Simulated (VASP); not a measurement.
# BiTe (I4/mmm) in VASP: further runs

Runs on BiTe. Level: LDA. Tasks: single point.

Everything below comes from runs of VASP 6.6.1. Logs are shortened: lines on timing, memory, paths and dates and some standing lists are left out, and cuts for length are marked.

## 1. The cell of the first run

It takes space group I4/mmm (No. 139, tetragonal). Conventional cell: a = 4.529 Å, b = 4.529 Å, c = 6.470 Å, α = 90.00°, β = 90.00°, γ = 90.00°. Bi (site symmetry 4/mmm) has 6 Te at 3.20 to 3.23 Å within 4.2 Å. Within 4.2 Å of Te (site symmetry 4/mmm) lie 6 Bi at 3.20 to 3.23 Å.

## 2. Single point, LDA (equal xx and yy strain of -1 %)

The input, INCAR:

```
SYSTEM = BiTe
PREC     = Accurate       ! precision mode
ENCUT    = 520            ! plane-wave cutoff, eV
EDIFF    = 1E-7           ! SCF threshold, eV
ISMEAR   = -1             ! smearing method
SIGMA    = 0.08           ! smearing width, eV
LREAL    = .False.        ! projectors in reciprocal space
LASPH    = .True.         ! aspherical terms in the spheres
NELM     = 80             ! most SCF steps
ALGO     = Normal         ! electronic algorithm
ISIF     = 2              ! what is computed and relaxed
LWAVE    = .False.        ! write WAVECAR
LCHARG   = .False.        ! write CHGCAR
GGA      = CA             ! functional
NBANDS   = 18             ! bands
```

The input, KPOINTS:

```
Automatic mesh
0
Gamma
  10 10 10
  0 0 0
```

The input, POSCAR:

```
BiTe
1.0
    0.0000000000      3.2026500000      3.2350000000
    3.2026500000      0.0000000000      3.2350000000
    3.2026500000      3.2026500000      0.0000000000
Bi Te
1 1
Direct
    0.0000000000      0.0000000000      0.0000000000
    0.5000000000      0.5000000000      0.5000000000
```

Potentials or basis: VASP PAW LDA potentials, release 64 (Bi_d, Te).

Run with:

```
cat potpaw_LDA.64/Bi_d/POTCAR potpaw_LDA.64/Te/POTCAR > POTCAR
mpirun -np 1 vasp_std > vasp.out
```

OUTCAR:

```text
SYSTEM = BiTe
   PREC = Accurate
   ENCUT = 520
   EDIFF = 1E-7
   ISMEAR = -1
   LREAL = .False.
   LASPH = .True.
   NELM = 80
   ISIF = 2
   GGA = CA

 ion  position               nearest neighbor table
   1  0.000  0.000  0.000-   2 3.20   2 3.20   2 3.20   2 3.20   2 3.23   2 3.23
   2  0.500  0.500  0.500-   1 3.20   1 3.20   1 3.20   1 3.20   1 3.23   1 3.23

  LATTYP: Found a body centered tetragonal cell.
 ALAT       =     4.5292310655
 C/A-ratio  =     1.4284985479

  Lattice vectors:

 A1 = (  -3.2026500000,   0.0000000000,   3.2350000000)
 A2 = (   3.2026500000,   0.0000000000,   3.2350000000)
 A3 = (   0.0000000000,   3.2026500000,  -3.2350000000)

Analysis of symmetry for initial positions (statically):
=====================================================================
 Subroutine PRICEL returns:
 Original cell was already a primitive cell.

 Routine SETGRP: Setting up the symmetry group for a
 body centered tetragonal supercell.

 Subroutine GETGRP returns: Found 16 space group operations
 (whereof 16 operations were pure point group operations)
 out of a pool of 16 trial point group operations.

The static configuration has the point symmetry D_4h.

Analysis of symmetry for dynamics (positions and initial velocities):
=====================================================================
 Subroutine PRICEL returns:
 Original cell was already a primitive cell.

 Routine SETGRP: Setting up the symmetry group for a
 body centered tetragonal supercell.

 Subroutine GETGRP returns: Found 16 space group operations
 (whereof 16 operations were pure point group operations)
 out of a pool of 16 trial point group operations.

The dynamic configuration has the point symmetry D_4h.

 Subroutine INISYM returns: Found 16 space group operations
 (whereof 16 operations are pure point group operations),
 and found     1 'primitive' translations

----------------------------------------------------------------------------------------

                                     Primitive cell

  volume of cell :      66.3626

  direct lattice vectors                    reciprocal lattice vectors
     0.000000000  3.202650000  3.235000000    -0.156120713  0.156120713  0.154559505
     3.202650000  0.000000000  3.235000000     0.156120713 -0.156120713  0.154559505
     3.202650000  3.202650000  0.000000000     0.156120713  0.156120713 -0.154559505

  length of vectors
     4.552163444  4.552163444  4.529231066     0.269510657  0.269510657  0.269510657

  position of ions in fractional coordinates (direct lattice)
     0.000000000  0.000000000  0.000000000
     0.500000000  0.500000000  0.500000000

  ion indices of the primitive-cell ions
   primitive index   ion index
                 1           1
                 2           2

----------------------------------------------------------------------------------------

 KPOINTS: Automatic mesh

Automatic generation of k-mesh.
 Grid dimensions read from file:
 generate k-points for:   10   10   10

 Generating k-lattice:

  Cartesian coordinates                     Fractional coordinates (reciprocal lattice)
    -0.015612071  0.015612071  0.015455951     0.100000000 -0.000000000  0.000000000
     0.015612071 -0.015612071  0.015455951    -0.000000000  0.100000000  0.000000000
     0.015612071  0.015612071 -0.015455951     0.000000000  0.000000000  0.100000000

  Length of vectors
     0.026951066  0.026951066  0.026951066

  Shift w.r.t. Gamma in fractional coordinates (k-lattice)
     0.000000000  0.000000000  0.000000000

 Subroutine IBZKPT returns following result:
 ===========================================

 Found    102 irreducible k-points:

 Following reciprocal coordinates:
            Coordinates               Weight
  0.000000  0.000000  0.000000      1.000000
  0.100000  0.000000  0.000000      8.000000
  0.200000  0.000000  0.000000      8.000000
  0.300000  0.000000  0.000000      8.000000
  0.400000  0.000000  0.000000      8.000000
  0.500000  0.000000  0.000000      4.000000
[... 16 lines left out ...]
  0.300000  0.300000  0.000000      2.000000
  0.400000  0.300000  0.000000      8.000000
 [... further k-points ...]
   k-points           NKPTS =    102   k-points in BZ     NKDIM =    102   number of bands    NBANDS=     18
   number of dos      NEDOS =    301   number of ions     NIONS =      2
   total plane-waves  NPLWV =  46656
   dimension x,y,z NGX =    36 NGY =   36 NGZ =   36
   dimension x,y,z NGXF=    72 NGYF=   72 NGZF=   72
   ions per type =               1   1
   NGX,Y,Z   is equivalent  to a cutoff of  13.15, 13.15, 13.21 a.u.
   NGXF,Y,Z  is equivalent  to a cutoff of  26.29, 26.29, 26.43 a.u.
 SYSTEM =  BiTe
   PREC   = accura    normal or accurate (medium, high low for compatibility)
   ISTART =      0    job   : 0-new  1-cont  2-samecut
   ICHARG =      2    charge: 1-file 2-atom 10-const
   ISPIN  =      1    spin polarized calculation?
   LNONCOLLINEAR =      F non collinear calculations
   LSORBIT =      F    spin-orbit coupling
   LASPH  =      T    aspherical Exc in radial PAW
   ENCUT  =  520.0 eV  38.22 Ry    6.18 a.u.   8.46  8.46  8.42*2*pi/ulx,y,z
   NELM   =     80;   NELMIN=  2; NELMDL= -5     # of ELM steps
   EDIFF  = 0.1E-06   stopping-criterion for ELM
   LREAL  =      F    real-space projection
   EDIFFG = 0.1E-05   stopping-criterion for IOM
   NSW    =      0    number of steps for IOM
   IBRION =     -1    ionic relax: 0-MD 1-quasi-New 2-CG
   NFREE  =      0    steps in history (QN), initial steepest desc. (CG)
   ISIF   =      2    stress and relaxation
   ISYM   =      2    0-nonsym 1-usesym 2-fastsym
   POTIM  = 0.5000    time-step for ionic-motion
   TEBEG  =    0.0;   TEEND  =   0.0 temperature during run
   PSTRESS=    0.0 pullay stress
   NELECT =      21.0000    total number of electrons
   NUPDOWN=      -1.0000    fix difference up-down
   EMIN   =  10.00;   EMAX   =-10.00  energy-range for DOS
   EFERMI =   0.00;   METHOD = LEGACY
   ISMEAR =    -1;   SIGMA  =   0.08  broadening in eV -4-tet -1-fermi 0-gaus
   EFERMI_NEDOS =   21; number of points for ismear=-14 and -15
   IALGO  =     38    algorithm
   IMIX   =      4    mixing-type and parameters
     AMIX     =   0.40;   BMIX     =  1.00
     AMIX_MAG =   1.60;   BMIX_MAG =  1.00
  volume/ion in A,a.u.               =      33.18       223.92
  Fermi-wavevector in a.u.,A,eV,Ry     =   1.115596  2.108170 16.933183  1.244554
  Thomas-Fermi vector in A             =   2.252202
   LORBIT       =      0    0 simple, 1 ext, 2 COOP (PROOUT), +10 PAW based schemes
   GGA     = CA    functional components
   LHFCALC =     F    Hartree Fock is set to
   AEXX    =    0.0000 exact exchange contribution
   IVDW    =     0    specifies the selected vdW correction
   LEPSILON=     F    determine dielectric tensor
   LRPA    =     F    only Hartree local field effects (RPA)
 non-spin polarized calculation
  energy-cutoff  :      520.00
  volume of cell :       66.36
 maximum number of plane-waves:      1820
 NGX is ok and might be reduce to    36
   NGX = 17   NGY = 17   NGZ = 17

 number of electron      21.0000004 magnetization

 Free energy of the ion-electron system (eV)
  ---------------------------------------------------
  ext. energy  EPLUGINS =         0.00000000
  ---------------------------------------------------
  free energy    TOTEN  =        -8.52045713 eV

  energy without entropy =       -8.49061487  energy(sigma->0) =       -8.50553600

 E-fermi :   6.6701     XC(G=0):  -9.7634

 val. band max:        6.6522080847   @ k =   0.2000   0.0000   0.1000
 cond. band min:       6.6727004648   @ k =   0.2000   0.0000   0.2000
 fundamental gap:      0.0204923801
 Fermi energy:         6.6701030072

 k-point     1 :       0.0000    0.0000    0.0000
  band No.  band energies     occupation
      1     -16.4059      2.00000
      2     -16.3978      2.00000
      3     -16.3973      2.00000
      4     -16.3914      2.00000
      5     -16.3914      2.00000
      6      -6.9890      2.00000
[... 10 lines left out ...]
     17      12.8100      0.00000
     18      13.1302      0.00000

 k-point     2 :       0.1000    0.0000    0.0000
  band No.  band energies     occupation
      1     -16.4063      2.00000
      2     -16.3983      2.00000
      3     -16.3967      2.00000
      4     -16.3911      2.00000
      5     -16.3908      2.00000
      6      -6.8974      2.00000
[... 10 lines left out ...]
     17      13.4147      0.00000
     18      13.8483      0.00000

 k-point     3 :       0.2000    0.0000    0.0000
  band No.  band energies     occupation
      1     -16.4074      2.00000
      2     -16.3996      2.00000
      3     -16.3952      2.00000
      4     -16.3901      2.00000
      5     -16.3892      2.00000
      6      -6.6251      2.00000
[... 10 lines left out ...]
     17      14.7460      0.00000
     18      15.1372      0.00000

 k-point     4 :       0.3000    0.0000    0.0000
  band No.  band energies     occupation
      1     -16.4089      2.00000
      2     -16.4012      2.00000
      3     -16.3936      2.00000
      4     -16.3884      2.00000
      5     -16.3871      2.00000
      6      -6.1800      2.00000
[... 375 lines left out ...]
      4     -16.3897      2.00000
      5     -16.3873      2.00000
      6      -6.0315      2.00000
[... 10 lines left out ...]
     17      14.6693      0.00000
     18      16.1237      0.00000

 k-point    23 :       0.3000    0.3000    0.0000
  band No.  band energies     occupation
      1     -16.4076      2.00000
      2     -16.4027      2.00000
      3     -16.3998      2.00000
      4     -16.3840      2.00000
      5     -16.3840      2.00000
      6      -6.0200      2.00000
[... 10 lines left out ...]
     17      14.7216      0.00000
     18      14.7216      0.00000

 k-point    24 :       0.4000    0.3000    0.0000
  band No.  band energies     occupation
      1     -16.4093      2.00000
      2     -16.4028      2.00000
      3     -16.3996      2.00000
      4     -16.3828      2.00000
      5     -16.3825      2.00000
      6      -5.6816      2.00000
[... 10 lines left out ...]
     17      15.5938      0.00000
     18      15.6803      0.00000

 [... further k-points ...]
[... 5 lines left out ...]
  --------------------------------------------------------------------------------------
  -------------------------------------------------------------------------------------
  Total       -0.6405436     -0.6405436     -0.9371554      0.0000000      0.0000000      0.0000000
  in kB      -15.4645057    -15.4645057    -22.6255392      0.0000000      0.0000000      0.0000000
  external PRESSURE =     -17.8515169 kB  Pullay stress =       0.0000000 kB

 VOLUME and BASIS-vectors are now :
 -----------------------------------------------------------------------------
  energy-cutoff  :      520.00
  volume of cell :       66.36
      direct lattice vectors                 reciprocal lattice vectors
     0.000000000  3.202650000  3.235000000    -0.156120713  0.156120713  0.154559505
     3.202650000  0.000000000  3.235000000     0.156120713 -0.156120713  0.154559505
     3.202650000  3.202650000  0.000000000     0.156120713  0.156120713 -0.154559505

 POSITION                                       TOTAL-FORCE (eV/Angst)
 -----------------------------------------------------------------------------------
      0.00000      0.00000      0.00000         0.000000     -0.000000     -0.000000
      3.20265      3.20265      3.23500        -0.000000      0.000000      0.000000
 -----------------------------------------------------------------------------------
    total drift:                               -0.000000      0.000000      0.000000

  FREE ENERGIE OF THE ION-ELECTRON SYSTEM (eV)
  ---------------------------------------------------
  free  energy   TOTEN  =        -8.5204571290 eV

  energy  without entropy=       -8.4906148730  energy(sigma->0) =       -8.50553600
```

It took 65 s on 1 thread of Intel Xeon 6975P-C (Granite Rapids), shared host; peak memory 0.26 GiB.

What came out:

| Quantity | Value |
| --- | --- |
| Free energy | -8.5205 eV |
| Pressure | -1.8 GPa |

Stress tensor (GPa, compression positive):
```
-1.55  0.00  0.00
 0.00 -1.55  0.00
 0.00  0.00 -2.26
```

Caveat: the cell differs from its parent crystal (equal xx and yy strain of -1 %); spin-orbit coupling is left out, which moves the levels of the heavy elements.

## 3. Single point, LDA (zz strain of -1 %)

The input, INCAR:

```
  PREC = Accurate
  ENCUT = 520
  EDIFF = 1E-6
  ISMEAR = -1
  SIGMA = 0.08
  LREAL = False
  LASPH = True
  NELM = 100
  ALGO = Normal
  ISIF = 2
  LWAVE = False
  LCHARG = False
  NBANDS = 18
```

The input, KPOINTS:

```
regular mesh
0
Gamma
  10 10 10
```

The input, POSCAR:

```
BiTe
1.0
    0.0000000000      3.2350000000      3.2026500000
    3.2350000000      0.0000000000      3.2026500000
    3.2350000000      3.2350000000      0.0000000000
Bi Te
1 1
Direct
    0.0000000000      0.0000000000      0.0000000000
    0.5000000000      0.5000000000      0.5000000000
```

Potentials or basis: VASP PAW LDA potentials, release 64 (Bi_d, Te).

Run with:

```
cat potpaw_LDA.64/Bi_d/POTCAR potpaw_LDA.64/Te/POTCAR > POTCAR
mpirun -np 1 vasp_std > vasp.out
```

OUTCAR:

```text
PREC = Accurate
   ENCUT = 520
   EDIFF = 1E-6
   ISMEAR = -1
   LREAL = False
   LASPH = True
   NELM = 100
   ISIF = 2

 ion  position               nearest neighbor table
   1  0.000  0.000  0.000-   2 3.20   2 3.20   2 3.23   2 3.23   2 3.23   2 3.23
   2  0.500  0.500  0.500-   1 3.20   1 3.20   1 3.23   1 3.23   1 3.23   1 3.23

  LATTYP: Found a body centered tetragonal cell.
 ALAT       =     4.5749808743
 C/A-ratio  =     1.4000714267

  Lattice vectors:

 A1 = (   0.0000000000,  -3.2350000000,  -3.2026500000)
 A2 = (   0.0000000000,   3.2350000000,  -3.2026500000)
 A3 = (   3.2350000000,   0.0000000000,   3.2026500000)

Analysis of symmetry for initial positions (statically):
=====================================================================
 Subroutine PRICEL returns:
 Original cell was already a primitive cell.

 Routine SETGRP: Setting up the symmetry group for a
 body centered tetragonal supercell.

 Subroutine GETGRP returns: Found 16 space group operations
 (whereof 16 operations were pure point group operations)
[... 154 lines left out ...]
 number of electron      21.0000002 magnetization

 Free energy of the ion-electron system (eV)
  ---------------------------------------------------
  ext. energy  EPLUGINS =         0.00000000
  ---------------------------------------------------
  free energy    TOTEN  =        -8.51211780 eV

  energy without entropy =       -8.48203163  energy(sigma->0) =       -8.49707471

 E-fermi :   6.5440     XC(G=0):  -9.7195

 val. band max:        6.5352883120   @ k =   0.5000   0.1000   0.0000
 cond. band min:       6.5554737418   @ k =   0.2000   0.0000   0.2000
 fundamental gap:      0.0201854298
 Fermi energy:         6.5439612012

 k-point     1 :       0.0000    0.0000    0.0000
  band No.  band energies     occupation
      1     -16.5248      2.00000
      2     -16.5171      2.00000
      3     -16.5150      2.00000
      4     -16.5150      2.00000
      5     -16.5094      2.00000
      6      -7.0429      2.00000
[... 481 lines left out ...]
      5     -16.5059      2.00000
      6      -5.6701      2.00000
[... 10 lines left out ...]
     17      15.5673      0.00000
     18      15.6417      0.00000

 [... further k-points ...]
[... 5 lines left out ...]
  --------------------------------------------------------------------------------------
  -------------------------------------------------------------------------------------
  Total       -1.0559376     -1.0559376     -0.7560880      0.0000000     -0.0000000      0.0000000
  in kB      -25.2383402    -25.2383402    -18.0715281      0.0000000     -0.0000000      0.0000000
  external PRESSURE =     -22.8494028 kB  Pullay stress =       0.0000000 kB

 VOLUME and BASIS-vectors are now :
 -----------------------------------------------------------------------------
  energy-cutoff  :      520.00
  volume of cell :       67.03
      direct lattice vectors                 reciprocal lattice vectors
     0.000000000  3.235000000  3.202650000    -0.154559505  0.154559505  0.156120713
     3.235000000  0.000000000  3.202650000     0.154559505 -0.154559505  0.156120713
     3.235000000  3.235000000  0.000000000     0.154559505  0.154559505 -0.156120713

 POSITION                                       TOTAL-FORCE (eV/Angst)
 -----------------------------------------------------------------------------------
      0.00000      0.00000      0.00000         0.000000      0.000000     -0.000000
      3.23500      3.23500      3.20265         0.000000      0.000000      0.000000
 -----------------------------------------------------------------------------------
    total drift:                               -0.000000      0.000000      0.000000

  FREE ENERGIE OF THE ION-ELECTRON SYSTEM (eV)
  ---------------------------------------------------
  free  energy   TOTEN  =        -8.5121177979 eV

  energy  without entropy=       -8.4820316260  energy(sigma->0) =       -8.49707471
```

OSZICAR:

```text
N       E                     dE             d eps       ncg     rms          rms(c)
DAV:   1     0.158699748560E+03    0.15870E+03   -0.97727E+03  3680   0.112E+03
DAV:   2     0.368928508576E+01   -0.15501E+03   -0.15087E+03  3956   0.307E+02
DAV:   3    -0.820669886141E+01   -0.11896E+02   -0.11745E+02  4540   0.896E+01
DAV:   4    -0.853030505083E+01   -0.32361E+00   -0.32298E+00  4468   0.160E+01
DAV:   5    -0.854441986810E+01   -0.14115E-01   -0.14114E-01  5140   0.316E+00    0.642E+00
DAV:   6    -0.851405867875E+01    0.30361E-01   -0.81957E-02  5320   0.183E+00    0.398E+00
DAV:   7    -0.851267941492E+01    0.13793E-02   -0.20297E-02  4380   0.781E-01    0.509E-01
DAV:   8    -0.851209257075E+01    0.58684E-03   -0.35737E-03  4712   0.416E-01    0.907E-02
DAV:   9    -0.851211803734E+01   -0.25467E-04   -0.34622E-04  4116   0.107E-01    0.446E-02
DAV:  10    -0.851211799486E+01    0.42478E-07   -0.13951E-05  4762   0.210E-02    0.263E-02
DAV:  11    -0.851211779792E+01    0.19694E-06   -0.33820E-06  3682   0.989E-03
   1 F= -.85121178E+01 E0= -.84970747E+01  d E =-.300862E-01
```

stdout:

```text
POSCAR found type information on POSCAR BiTe
 POSCAR found :  2 types and       2 ions
 scaLAPACK will be used
 LDA part: xc-table for (Slater(with rela. corr.)+CA(PZ))
 , standard interpolation
 POSCAR, INCAR and KPOINTS ok, starting setup
 FFT: planning ... GRIDC
 FFT: planning ... GRID_SOFT
 FFT: planning ... GRID
 WAVECAR not read
 entering main loop
```

Wall time 71 s (1 thread of Intel Xeon 6975P-C (Granite Rapids), shared host); peak memory 0.26 GiB.

What came out:

```
Free energy : -8.5121 eV
Pressure    : -2.3 GPa
```

Stress tensor (GPa, compression positive):
```
-2.52  0.00  0.00
 0.00 -2.52  0.00
 0.00  0.00 -1.81
```

Caveat: the cell differs from its parent crystal (zz strain of -1 %); spin-orbit coupling is left out, which moves the levels of the heavy elements.

[end of part 1 of 2]
